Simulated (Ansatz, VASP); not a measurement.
**One calculation of WSe2, two programs**

```
W Se
1.0
    -3.27899    0.00000    0.00000
    -1.63949   -2.83968    0.00000
    -1.22962   -0.70992   14.01124
W Se
2 4
Direct
  0.81250 0.81250 0.75000
  0.93750 0.93750 0.25000
  0.11576 0.11576 0.87028
  0.24076 0.24076 0.37028
  0.30090 0.30090 0.12972
  0.17590 0.17590 0.62972
```

Alike in both runs: task single point; functional PBE; dispersion D3(BJ); k mesh 9 × 9 × 2; occupations gaussian, width 0.05 eV; no spin polarisation.

|  | VASP | Ansatz |
| --- | --- | --- |
| version | VASP 6.6.1 | Ansatz 0.2.0 |
| potentials or method | VASP PAW PBE potentials, release 64 (W_sv, Se), cutoff 520 eV | scalar-relativistic, plane waves, PAW |
| valence electrons in the cell | 52 | 92 |

```csv
,VASP,Ansatz,Ansatz less VASP
gap on the k mesh at the Fermi level (eV),1.37,1.38,+0.004
least direct gap on the mesh (eV),1.65,1.66,+0.004
pressure (GPa),0.1,-0.2,-0.30
"traceless stress, the component that is largest in VASP (GPa)",-0.39,-0.47,-0.084
rms of the force components (eV/Å),0.054,0.036,-0.0179
```

Atom by atom the forces differ by 0.023 eV/Å (rms over components). VASP's potentials hold 52 valence electrons a cell and Ansatz's 92, so a difference there can come from the potentials and not from the codes.

Neither program's run includes spin-orbit coupling.
